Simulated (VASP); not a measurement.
# InSb (P4/mmm) in VASP: further runs, part 2 of 2

VASP 6.6.1.

### 3 Single point, PBE

Input file INCAR:

```
SYSTEM = InSb
PREC     = Accurate       ! precision mode
ENCUT    = 520            ! plane-wave cutoff, eV
EDIFF    = 1E-7           ! SCF threshold, eV
ISMEAR   = 0              ! smearing method
SIGMA    = 0.05           ! smearing width, eV
LREAL    = .False.        ! projectors in reciprocal space
LASPH    = .True.         ! aspherical terms in the spheres
NELM     = 100            ! most SCF steps
ALGO     = Normal         ! electronic algorithm
ISIF     = 2              ! what is computed and relaxed
LWAVE    = .False.        ! write WAVECAR
LCHARG   = .False.        ! write CHGCAR
GGA      = PE             ! functional
NBANDS   = 16             ! bands
```

Input file KPOINTS:

```
Automatic mesh
0
Gamma
  7 7 4
  0 0 0
```

Input file POSCAR:

```
InSb
1.0
    3.0766560000      0.0000000000      0.0000000000
    0.0000000000      3.0766560000      0.0000000000
    0.0000000000      0.0000000000      6.2154700000
In Sb
1 1
Direct
    0.0000000000      0.0000000000      0.0000000000
    0.0000000000      0.0000000000      0.5000000000
```

Potentials or basis: VASP PAW PBE potentials, release 64 (In_d, Sb).

The run is started by

```bash
$ cat potpaw_PBE.64/In_d/POTCAR potpaw_PBE.64/Sb/POTCAR > POTCAR
$ mpirun -np 1 vasp_std > vasp.out
```

OUTCAR:

```text
SYSTEM = InSb
   PREC = Accurate
   ENCUT = 520
   EDIFF = 1E-7
   ISMEAR = 0
   LREAL = .False.
   LASPH = .True.
   NELM = 100
   ISIF = 2
   GGA = PE

 ion  position               nearest neighbor table
   1  0.000  0.000  0.000-   2 3.11   2 3.11
   2  0.000  0.000  0.500-   1 3.11   1 3.11

  LATTYP: Found a simple tetragonal cell.
 ALAT       =     3.0766560000
 C/A-ratio  =     2.0202031036

  Lattice vectors:

 A1 = (   3.0766560000,   0.0000000000,   0.0000000000)
[... 644 lines left out ...]

  FORCE on cell =-STRESS in cart. coord.  units (eV):
  Direction    XX          YY          ZZ          XY          YZ          ZX
  --------------------------------------------------------------------------------------
  -------------------------------------------------------------------------------------
  Total        0.0992040      0.0992040      0.2282124      0.0000000      0.0000000     -0.0000000
  in kB        2.7015192      2.7015192      6.2146673      0.0000000      0.0000000     -0.0000000
  external PRESSURE =       3.8725685 kB  Pullay stress =       0.0000000 kB

 VOLUME and BASIS-vectors are now :
 -----------------------------------------------------------------------------
  energy-cutoff  :      520.00
  volume of cell :       58.83
      direct lattice vectors                 reciprocal lattice vectors
     3.076656000  0.000000000  0.000000000     0.325028212  0.000000000  0.000000000
     0.000000000  3.076656000  0.000000000     0.000000000  0.325028212  0.000000000
     0.000000000  0.000000000  6.215470000     0.000000000  0.000000000  0.160888879

 POSITION                                       TOTAL-FORCE (eV/Angst)
 -----------------------------------------------------------------------------------
      0.00000      0.00000      0.00000         0.000000      0.000000      0.000000
      0.00000      0.00000      3.10773         0.000000      0.000000      0.000000
 -----------------------------------------------------------------------------------
    total drift:                                0.000000     -0.000000     -0.000000

  FREE ENERGIE OF THE ION-ELECTRON SYSTEM (eV)
  ---------------------------------------------------
  free  energy   TOTEN  =        -6.5962857432 eV

  energy  without entropy=       -6.5941277706  energy(sigma->0) =       -6.59520676
```

OSZICAR:

```text
N       E                     dE             d eps       ncg     rms          rms(c)
DAV:   1     0.108340112808E+03    0.10834E+03   -0.78846E+03   960   0.113E+03
DAV:   2    -0.159196735082E+00   -0.10850E+03   -0.10503E+03  1080   0.282E+02
DAV:   3    -0.644509458746E+01   -0.62859E+01   -0.62249E+01  1288   0.677E+01
DAV:   4    -0.660665347216E+01   -0.16156E+00   -0.16154E+00  1224   0.119E+01
DAV:   5    -0.661325138376E+01   -0.65979E-02   -0.65977E-02  1384   0.197E+00    0.301E+00
DAV:   6    -0.659763138898E+01    0.15620E-01   -0.34461E-02  1216   0.286E+00    0.164E+00
DAV:   7    -0.659604846615E+01    0.15829E-02   -0.19213E-02  1224   0.178E+00    0.247E-01
DAV:   8    -0.659624856388E+01   -0.20010E-03   -0.21101E-03  1280   0.582E-01    0.659E-02
DAV:   9    -0.659626694552E+01   -0.18382E-04   -0.73857E-05  1336   0.712E-02    0.314E-02
DAV:  10    -0.659628527079E+01   -0.18325E-04   -0.20617E-05  1248   0.429E-02    0.942E-03
DAV:  11    -0.659628603329E+01   -0.76250E-06   -0.15069E-06  1304   0.110E-02    0.178E-03
DAV:  12    -0.659628570830E+01    0.32499E-06   -0.23632E-07  1120   0.444E-03    0.144E-03
DAV:  13    -0.659628574320E+01   -0.34901E-07   -0.19965E-08   872   0.898E-04
   1 F= -.65962857E+01 E0= -.65952068E+01  d E =-.215797E-02
```

Wall time 17 s (1 thread of Intel Xeon Platinum 8259CL at 2.50GHz (Skylake/Cascade Lake), shared host); peak memory 0.18 GiB.

What came out:

```
Free energy            : -6.5963 eV
Pressure               : 0.4 GPa
Band gap on the k mesh : zero (band 9 reaches 10.78 eV, above the bottom of band 10 at 5.92 eV)
```

Caveat: spin-orbit coupling is left out, which moves the levels of the heavy elements.

### 4 Single point, PBE

Input file INCAR:

```
  ALGO = Normal
  EDIFF = 1E-7
  ENCUT = 520
  GGA = PE
  ISIF = 2
  ISMEAR = 0
  LASPH = T
  LCHARG = T
  LELF = T
  LREAL = F
  LVHAR = T
  LWAVE = F
  NBANDS = 16
  NELM = 60
  PREC = Accurate
  SIGMA = 0.1
```

Input file KPOINTS:

```
k-points
0
Gamma
  7 7 4
```

POSCAR is that of step 3.

The run is started by

```bash
$ cat potpaw_PBE.64/In_d/POTCAR potpaw_PBE.64/Sb/POTCAR > POTCAR
$ mpirun -np 1 vasp_std > vasp.out
```

It took 18 s on 1 thread of Intel Xeon Platinum 8259CL at 2.50GHz (Skylake/Cascade Lake), shared host; peak memory 0.19 GiB.

It converged, with:

```
Free energy            : -6.5986 eV
Pressure               : 0.4 GPa
Band gap on the k mesh : zero (band 9 reaches 10.78 eV, above the bottom of band 10 at 5.92 eV)
```

Stress tensor (GPa, compression positive):
```
0.24 0.00 0.00
0.00 0.24 0.00
0.00 0.00 0.61
```

Levels at points of the mesh, in eV from the Fermi level:
| k point | band 5 | band 6 | band 7 | band 8 | band 9 | band 10 | band 11 | band 12 | band 13 | band 14 |
| --- | --- | --- | --- | --- | --- | --- | --- | --- | --- | --- |
| (0.00, 0.00, 0.00) | -13.99 | -11.48 | -6.60 | -4.41 | 4.28 | 4.28 | 5.30 | 7.85 | 8.46 | 9.10 |
| (0.00, 0.00, 0.50) | -13.99 | -11.37 | -7.85 | -0.80 | 0.39 | 4.44 | 4.44 | 7.91 | 8.34 | 8.34 |

Caveat: spin-orbit coupling is left out, which moves the levels of the heavy elements.

### 5 Single point, PBE

Input file INCAR:

```
PREC     = Accurate       # precision mode
ENCUT    = 520            # plane-wave cutoff, eV
EDIFF    = 1E-7           # SCF threshold, eV
ISMEAR   = 0              # smearing method
SIGMA    = 0.2            # smearing width, eV
LREAL    = F              # projectors in reciprocal space
LASPH    = T              # aspherical terms in the spheres
NELM     = 100            # most SCF steps
ALGO     = Normal         # electronic algorithm
ISIF     = 2              # what is computed and relaxed
LWAVE    = F              # write WAVECAR
LCHARG   = F              # write CHGCAR
GGA      = PE             # functional
NBANDS   = 16             # bands
```

Input file KPOINTS:

```
regular mesh
0
Gamma
  7 7 4
```

POSCAR is that of step 4.

The run is started by

```bash
$ cat potpaw_PBE.64/In_d/POTCAR potpaw_PBE.64/Sb/POTCAR > POTCAR
$ mpirun -np 1 vasp_std > vasp.out
```

Wall time 15 s (1 thread of Intel Xeon Platinum 8259CL at 2.50GHz (Skylake/Cascade Lake), shared host); peak memory 0.18 GiB.

Results (log left out):

```yaml
Free_energy: -6.6058 eV
Pressure: 0.4 GPa
Band_gap_on_the_k_mesh: zero (band 9 reaches 10.80 eV, above the bottom of band 10 at 5.91 eV)
```

Stress tensor (GPa, compression positive):
```
0.29 0.00 0.00
0.00 0.29 0.00
0.00 0.00 0.62
```

Levels at points of the mesh, in eV from the Fermi level:
```tsv
k point	band 7	band 8	band 9	band 10	band 11	band 12
(0.00, 0.00, 0.00)	-6.66	-4.45	4.26	4.26	5.26	7.83
(0.00, 0.00, 0.50)	-7.90	-0.84	0.34	4.42	4.42	7.88
```

Caveat: spin-orbit coupling is left out, which moves the levels of the heavy elements.

### 6 Single point, PBE

Input file INCAR:

```
  PREC = Accurate
  ENCUT = 520
  EDIFF = 1E-7
  ISMEAR = 0
  SIGMA = 0.4
  LREAL = False
  LASPH = True
  NELM = 80
  ALGO = Normal
  ISIF = 2
  LWAVE = False
  LCHARG = False
  GGA = PE
  NBANDS = 16
```

KPOINTS is that of step 5.

POSCAR is that of step 5.

Potentials or basis: VASP PAW PBE potentials, release 64 (In_d, Sb).

The run is started by

```bash
$ cat potpaw_PBE.64/In_d/POTCAR potpaw_PBE.64/Sb/POTCAR > POTCAR
$ mpirun -np 1 vasp_std > vasp.out
```

Run time: 16 s. Hardware: 1 thread of Intel Xeon Platinum 8259CL at 2.50GHz (Skylake/Cascade Lake), shared host; peak memory 0.18 GiB.

The run converged. Its results:

| Item | Value |
| --- | --- |
| Free energy | -6.6380 eV |
| Pressure | 0.6 GPa |
| Band gap on the k mesh | zero (band 9 reaches 10.84 eV, above the bottom of band 10 at 5.88 eV) |

Stress tensor (GPa, compression positive):
```
0.65 0.00 0.00
0.00 0.65 0.00
0.00 0.00 0.49
```

Levels at points of the mesh, in eV from the Fermi level:
```
           k point  band 6  band 7  band 8  band 9  band 10  band 11  band 12  band 13
(0.00, 0.00, 0.00)  -11.50   -6.73   -4.49    4.26     4.26     5.21     7.83     8.40
(0.00, 0.00, 0.50)  -11.38   -7.97   -0.87    0.29     4.43     4.43     7.89     8.21
```

Caveat: spin-orbit coupling is left out, which moves the levels of the heavy elements.

### 7 Summary

```tsv
smearing	gap on the mesh (eV)	pressure (GPa)
gaussian 0.01 eV	none	0.4
gaussian 0.05 eV	none	0.4
gaussian 0.1 eV	none	0.4
gaussian 0.2 eV	none	0.4
gaussian 0.4 eV	none	0.6
```

Alike in all rows: task single point; level PBE; potentials or basis VASP PAW PBE potentials, release 64 (In_d, Sb); no spin polarisation; cell as given; k mesh 7 × 7 × 4; cutoff (eV) 520.

Every run on the cell as given and a fine mesh finds a metal.

Caveats: spin-orbit coupling is left out, which moves the levels of the heavy elements.

Absolute energies hang on the potentials; compare differences alone.
